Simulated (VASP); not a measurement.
# SrO (I4/mmm) in VASP: notebook

The runs below take SrO through single point, with LDA.

Everything below comes from runs of VASP 6.6.1. Logs are shortened: lines on timing, memory, paths and dates and some standing lists are left out, and cuts for length are marked.

## 1. The cell of the first run

It takes space group I4/mmm (No. 139, tetragonal). Conventional cell: a = 3.605 Å, b = 3.605 Å, c = 5.201 Å, α = 90.00°, β = 90.00°, γ = 90.00°. Within 3.4 Å of Sr (site symmetry 4/mmm) lie 6 O at 2.55 to 2.60 Å. O (site symmetry 4/mmm) has 6 Sr at 2.55 to 2.60 Å within 3.4 Å.

## 2. Single point, LDA

File INCAR:

```
SYSTEM = SrO
ALGO = Normal
EDIFF = 1E-6
ENCUT = 600
GGA_COMPAT = .False.
ISIF = 2
ISMEAR = -1
LASPH = .True.
LCHARG = .False.
LREAL = .False.
LWAVE = .False.
NBANDS = 15
NELM = 120
PREC = Accurate
SIGMA = 0.05
```

File KPOINTS:

```
k-points
0
Gamma
  6 6 6
  0 0 0
```

File POSCAR:

```
SrO
1.0
    0.0000000000      2.5494159586      2.6004042777
    2.5494159586      0.0000000000      2.6004042777
    2.5494159586      2.5494159586      0.0000000000
Sr O
1 1
Direct
    0.5000000000      0.5000000000      0.5000000000
    0.0000000000      0.0000000000      0.0000000000
```

Potentials or basis: VASP PAW LDA potentials, release 64 (Sr_sv, O).

The run is started by

```sh
$ cat potpaw_LDA.64/Sr_sv/POTCAR potpaw_LDA.64/O/POTCAR > POTCAR
$ mpirun -np 1 vasp_std > vasp.out
```

OUTCAR:

```text
SYSTEM = SrO
   EDIFF = 1E-6
   ENCUT = 600
   ISIF = 2
   ISMEAR = -1
   LASPH = .True.
   LREAL = .False.
   NELM = 120
   PREC = Accurate

 ion  position               nearest neighbor table
   1  0.500  0.500  0.500-   2 2.55   2 2.55   2 2.55   2 2.55   2 2.60   2 2.60
   2  0.000  0.000  0.000-   1 2.55   1 2.55   1 2.55   1 2.55   1 2.60   1 2.60

  LATTYP: Found a body centered tetragonal cell.
 ALAT       =     3.6054186248
 C/A-ratio  =     1.4424978336

  Lattice vectors:

 A1 = (  -2.5494159586,   0.0000000000,   2.6004042777)
 A2 = (   2.5494159586,   0.0000000000,   2.6004042777)
 A3 = (   0.0000000000,   2.5494159586,  -2.6004042777)

Analysis of symmetry for initial positions (statically):
=====================================================================
 Subroutine PRICEL returns:
 Original cell was already a primitive cell.

 Routine SETGRP: Setting up the symmetry group for a
 body centered tetragonal supercell.

 Subroutine GETGRP returns: Found 16 space group operations
 (whereof 16 operations were pure point group operations)
 out of a pool of 16 trial point group operations.

The static configuration has the point symmetry D_4h.

Analysis of symmetry for dynamics (positions and initial velocities):
=====================================================================
 Subroutine PRICEL returns:
 Original cell was already a primitive cell.

 Routine SETGRP: Setting up the symmetry group for a
 body centered tetragonal supercell.

 Subroutine GETGRP returns: Found 16 space group operations
 (whereof 16 operations were pure point group operations)
 out of a pool of 16 trial point group operations.

The dynamic configuration has the point symmetry D_4h.

 Subroutine INISYM returns: Found 16 space group operations
 (whereof 16 operations are pure point group operations),
 and found     1 'primitive' translations

----------------------------------------------------------------------------------------

                                     Primitive cell

  volume of cell :      33.8028

  direct lattice vectors                    reciprocal lattice vectors
     0.000000000  2.549415959  2.600404278    -0.196123351  0.196123351  0.192277795
     2.549415959  0.000000000  2.600404278     0.196123351 -0.196123351  0.192277795
     2.549415959  2.549415959  0.000000000     0.196123351  0.196123351 -0.192277795

  length of vectors
     3.641651293  3.641651293  3.605418625     0.337489982  0.337489982  0.337489982

  position of ions in fractional coordinates (direct lattice)
     0.500000000  0.500000000  0.500000000
     0.000000000  0.000000000  0.000000000

  ion indices of the primitive-cell ions
   primitive index   ion index
                 1           1
                 2           2

----------------------------------------------------------------------------------------

 KPOINTS: k-points

Automatic generation of k-mesh.
 Grid dimensions read from file:
 generate k-points for:    6    6    6

 Generating k-lattice:

  Cartesian coordinates                     Fractional coordinates (reciprocal lattice)
    -0.032687225  0.032687225  0.032046299     0.166666667  0.000000000  0.000000000
     0.032687225 -0.032687225  0.032046299     0.000000000  0.166666667  0.000000000
     0.032687225  0.032687225 -0.032046299     0.000000000  0.000000000  0.166666667

  Length of vectors
     0.056248330  0.056248330  0.056248330

  Shift w.r.t. Gamma in fractional coordinates (k-lattice)
     0.000000000  0.000000000  0.000000000

 Subroutine IBZKPT returns following result:
 ===========================================

 Found     30 irreducible k-points:

 Following reciprocal coordinates:
            Coordinates               Weight
  0.000000  0.000000  0.000000      1.000000
  0.166667 -0.000000  0.000000      8.000000
  0.333333  0.000000  0.000000      8.000000
  0.500000 -0.000000  0.000000      4.000000
  0.166667  0.166667  0.000000      2.000000
  0.333333  0.166667  0.000000      8.000000
[... 16 lines left out ...]
  0.333333  0.000000  0.333333      4.000000
  0.500000 -0.000000  0.333333     16.000000
 [... further k-points ...]
   k-points           NKPTS =     30   k-points in BZ     NKDIM =     30   number of bands    NBANDS=     15
   number of dos      NEDOS =    301   number of ions     NIONS =      2
   total plane-waves  NPLWV =  27000
   dimension x,y,z NGX =    30 NGY =   30 NGZ =   30
   dimension x,y,z NGXF=    60 NGYF=   60 NGZF=   60
   ions per type =               1   1
   NGX,Y,Z   is equivalent  to a cutoff of  13.70, 13.70, 13.83 a.u.
   NGXF,Y,Z  is equivalent  to a cutoff of  27.39, 27.39, 27.67 a.u.
 SYSTEM =  SrO
   PREC   = accura    normal or accurate (medium, high low for compatibility)
   ISTART =      0    job   : 0-new  1-cont  2-samecut
   ICHARG =      2    charge: 1-file 2-atom 10-const
   ISPIN  =      1    spin polarized calculation?
   LNONCOLLINEAR =      F non collinear calculations
   LSORBIT =      F    spin-orbit coupling
   LASPH  =      T    aspherical Exc in radial PAW
   ENCUT  =  600.0 eV  44.10 Ry    6.64 a.u.   7.27  7.27  7.20*2*pi/ulx,y,z
   NELM   =    120;   NELMIN=  2; NELMDL= -5     # of ELM steps
   EDIFF  = 0.1E-05   stopping-criterion for ELM
   LREAL  =      F    real-space projection
   EDIFFG = 0.1E-04   stopping-criterion for IOM
   NSW    =      0    number of steps for IOM
   IBRION =     -1    ionic relax: 0-MD 1-quasi-New 2-CG
   NFREE  =      0    steps in history (QN), initial steepest desc. (CG)
   ISIF   =      2    stress and relaxation
   ISYM   =      2    0-nonsym 1-usesym 2-fastsym
   POTIM  = 0.5000    time-step for ionic-motion
   TEBEG  =    0.0;   TEEND  =   0.0 temperature during run
   PSTRESS=    0.0 pullay stress
   NELECT =      16.0000    total number of electrons
   NUPDOWN=      -1.0000    fix difference up-down
   EMIN   =  10.00;   EMAX   =-10.00  energy-range for DOS
   EFERMI =   0.00;   METHOD = LEGACY
   ISMEAR =    -1;   SIGMA  =   0.05  broadening in eV -4-tet -1-fermi 0-gaus
   EFERMI_NEDOS =   21; number of points for ismear=-14 and -15
   IALGO  =     38    algorithm
   IMIX   =      4    mixing-type and parameters
     AMIX     =   0.40;   BMIX     =  1.00
     AMIX_MAG =   1.60;   BMIX_MAG =  1.00
  volume/ion in A,a.u.               =      16.90       114.06
  Fermi-wavevector in a.u.,A,eV,Ry     =   1.275843  2.410995 22.147245  1.627777
  Thomas-Fermi vector in A             =   2.408533
   LORBIT       =      0    0 simple, 1 ext, 2 COOP (PROOUT), +10 PAW based schemes
   GGA     = CA    functional components
   LHFCALC =     F    Hartree Fock is set to
   AEXX    =    0.0000 exact exchange contribution
   IVDW    =     0    specifies the selected vdW correction
   LEPSILON=     F    determine dielectric tensor
   LRPA    =     F    only Hartree local field effects (RPA)
 non-spin polarized calculation
  energy-cutoff  :      600.00
  volume of cell :       33.80
 maximum number of plane-waves:      1138
 NGX is ok and might be reduce to    30
   NGX = 15   NGY = 15   NGZ = 15

 number of electron      15.9999998 magnetization

 Free energy of the ion-electron system (eV)
  ---------------------------------------------------
  ext. energy  EPLUGINS =         0.00000000
  ---------------------------------------------------
  free energy    TOTEN  =       -13.37576767 eV

  energy without entropy =      -13.37576767  energy(sigma->0) =      -13.37576767

 E-fermi :   2.5626     XC(G=0): -10.5524

 val. band max:        1.3938790660   @ k =   0.0000   0.0000   0.0000
 cond. band min:       4.4435840351   @ k =   0.5000   0.0000   0.5000
 fundamental gap:      3.0497049691
 Fermi energy:         2.5626436379

 k-point     1 :       0.0000    0.0000    0.0000
  band No.  band energies     occupation
      1     -30.6948      2.00000
      2     -13.3986      2.00000
      3     -12.4232      2.00000
      4     -12.4120      2.00000
      5     -12.4120      2.00000
      6       1.3211      2.00000
      7       1.3939      2.00000
      8       1.3939      2.00000
      9       5.1987      0.00000
     10       7.3842      0.00000
     11       7.5400      0.00000
     12       7.5400      0.00000
     13       9.6020      0.00000
     14       9.8591      0.00000
     15      13.8402      0.00000

 k-point     2 :       0.1667   -0.0000    0.0000
  band No.  band energies     occupation
      1     -30.6582      2.00000
      2     -14.0226      2.00000
      3     -12.4470      2.00000
      4     -12.4295      2.00000
      5     -11.8768      2.00000
      6       0.6122      2.00000
      7       1.0135      2.00000
      8       1.0467      2.00000
      9       6.3686      0.00000
     10       7.2722      0.00000
     11       7.9962      0.00000
     12       8.0751      0.00000
     13      10.3107      0.00000
     14      10.5806      0.00000
     15      15.5497      0.00000

 k-point     3 :       0.3333    0.0000    0.0000
  band No.  band energies     occupation
      1     -30.5837      2.00000
      2     -14.7563      2.00000
      3     -12.4998      2.00000
      4     -12.4636      2.00000
      5     -11.3149      2.00000
      6      -0.4506      2.00000
      7       0.4444      2.00000
      8       0.4549      2.00000
      9       7.4636      0.00000
     10       8.5110      0.00000
     11       9.3464      0.00000
     12       9.3844      0.00000
     13      11.9111      0.00000
     14      12.1807      0.00000
     15      17.1849      0.00000
[... 343 lines left out ...]
 k-point    23 :       0.3333    0.0000    0.3333
  band No.  band energies     occupation
      1     -30.5473      2.00000
      2     -14.2100      2.00000
      3     -12.7327      2.00000
      4     -12.7095      2.00000
      5     -12.1542      2.00000
      6       0.2390      2.00000
      7       1.1743      2.00000
      8       1.2631      2.00000
      9       4.9742      0.00000
     10       8.0528      0.00000
     11      11.0060      0.00000
     12      11.1057      0.00000
     13      11.1352      0.00000
     14      11.9950      0.00000
     15      17.9736      0.00000

 k-point    24 :       0.5000   -0.0000    0.3333
  band No.  band energies     occupation
      1     -30.5107      2.00000
      2     -14.1727      2.00000
      3     -13.0656      2.00000
      4     -12.7451      2.00000
      5     -12.1709      2.00000
      6       0.6159      2.00000
      7       0.8569      2.00000
      8       1.0055      2.00000
      9       5.3130      0.00000
     10       9.2020      0.00000
     11      10.4381      0.00000
     12      11.5547      0.00000
     13      12.1985      0.00000
     14      13.7212      0.00000
     15      15.0497      0.00000

 [... further k-points ...]

------------------------ aborting loop because EDIFF is reached ----------------------------------------

  FORCE on cell =-STRESS in cart. coord.  units (eV):
  Direction    XX          YY          ZZ          XY          YZ          ZX
  --------------------------------------------------------------------------------------
  -------------------------------------------------------------------------------------
  Total       -0.4867522     -0.4867522     -1.0190313      0.0000000      0.0000000      0.0000000
  in kB      -23.0709922    -23.0709922    -48.2998579      0.0000000      0.0000000      0.0000000
  external PRESSURE =     -31.4806141 kB  Pullay stress =       0.0000000 kB

 VOLUME and BASIS-vectors are now :
 -----------------------------------------------------------------------------
  energy-cutoff  :      600.00
  volume of cell :       33.80
      direct lattice vectors                 reciprocal lattice vectors
     0.000000000  2.549415959  2.600404278    -0.196123351  0.196123351  0.192277795
     2.549415959  0.000000000  2.600404278     0.196123351 -0.196123351  0.192277795
     2.549415959  2.549415959  0.000000000     0.196123351  0.196123351 -0.192277795

 POSITION                                       TOTAL-FORCE (eV/Angst)
 -----------------------------------------------------------------------------------
      2.54942      2.54942      2.60040         0.000000      0.000000      0.000000
      0.00000      0.00000      0.00000        -0.000000     -0.000000     -0.000000
 -----------------------------------------------------------------------------------
    total drift:                               -0.000000      0.000000      0.000000

  FREE ENERGIE OF THE ION-ELECTRON SYSTEM (eV)
  ---------------------------------------------------
  free  energy   TOTEN  =       -13.3757676706 eV

  energy  without entropy=      -13.3757676706  energy(sigma->0) =      -13.37576767
```

It took 21 s on 1 thread of Intel Xeon 6975P-C (Granite Rapids), shared host; peak memory 0.16 GiB.

Results:

| Item | Value |
| --- | --- |
| Free energy | -13.3758 eV |
| Pressure | -3.1 GPa |
| Band gap on the k mesh | 3.05 eV (least direct gap 3.12 eV) |

Levels at points of the mesh, in eV from the valence-band top:
| k point | band 4 | band 5 | band 6 | band 7 | band 8 | band 9 | band 10 | band 11 | band 12 | band 13 |
| --- | --- | --- | --- | --- | --- | --- | --- | --- | --- | --- |
| (0.00, 0.00, 0.00) | -13.81 | -13.81 | -0.07 | 0.00 | 0.00 | 3.80 | 5.99 | 6.15 | 6.15 | 8.21 |
| (0.50, 0.00, 0.00) | -13.87 | -12.51 | -2.28 | -1.20 | -1.20 | 6.44 | 8.29 | 8.80 | 8.83 | 11.88 |
| (0.50, 0.50, 0.00) | -14.17 | -14.17 | -0.52 | -0.08 | -0.08 | 3.12 | 7.77 | 10.15 | 10.21 | 11.16 |
| (0.50, 0.00, 0.50) | -14.23 | -14.20 | -0.40 | -0.16 | -0.07 | 3.05 | 7.77 | 10.20 | 10.22 | 11.04 |

Caveat: the cell stands under tension. A k mesh can miss the band edges.

## 3. Single point, LDA

File INCAR:

```
SYSTEM = SrO
PREC = Accurate
ENCUT = 600
EDIFF = 1E-6
ISMEAR = -1
SIGMA = 0.05
LREAL = .FALSE.
LASPH = .TRUE.
NELM = 120
ALGO = Normal
ISIF = 2
LWAVE = .FALSE.
LCHARG = .TRUE.
LELF = .TRUE.
LVHAR = .TRUE.
NBANDS = 15
GGA_COMPAT = .FALSE.
```

File KPOINTS:

```
Automatic mesh
0
G
  6 6 6
  0 0 0
```

File POSCAR:

```
SrO
1.0
    0.0000000000      2.5329676558      2.6342863620
    2.5329676558      0.0000000000      2.6342863620
    2.5329676558      2.5329676558      0.0000000000
Sr O
1 1
Direct
    0.5000000000      0.5000000000      0.5000000000
    0.0000000000      0.0000000000      0.0000000000
```

Potentials or basis: VASP PAW LDA potentials, release 64 (Sr_sv, O).

The run is started by

```sh
$ cat potpaw_LDA.64/Sr_sv/POTCAR potpaw_LDA.64/O/POTCAR > POTCAR
$ mpirun -np 1 vasp_std > vasp.out
```

Run time: 23 s. Hardware: 1 thread of Intel Xeon 6975P-C (Granite Rapids), shared host; peak memory 0.16 GiB.

It converged, with:

```yaml
Free_energy: -13.3657 eV
Pressure: -2.9 GPa
Band_gap_on_the_k_mesh: 3.01 eV (least direct gap 3.07 eV)
```

Stress tensor (GPa, compression positive):
```
-1.29  0.00  0.00
 0.00 -1.29  0.00
 0.00  0.00 -6.13
```

Levels at points of the mesh, in eV from the valence-band top:
```tsv
k point	band 4	band 5	band 6	band 7	band 8	band 9	band 10	band 11	band 12	band 13
(0.00, 0.00, 0.00)	-13.82	-13.82	-0.14	0.00	0.00	3.75	5.87	6.18	6.18	8.10
(0.50, 0.00, 0.00)	-13.87	-12.51	-2.30	-1.23	-1.23	6.42	8.25	8.76	8.83	11.73
(0.50, 0.50, 0.00)	-14.17	-14.17	-0.62	-0.07	-0.07	3.14	7.76	10.06	10.21	11.13
(0.50, 0.00, 0.50)	-14.28	-14.21	-0.38	-0.24	-0.06	3.01	7.73	10.20	10.21	10.88
```

A k mesh can miss the band edges. LDA gaps usually lie below the measured ones, often by a third to a half.
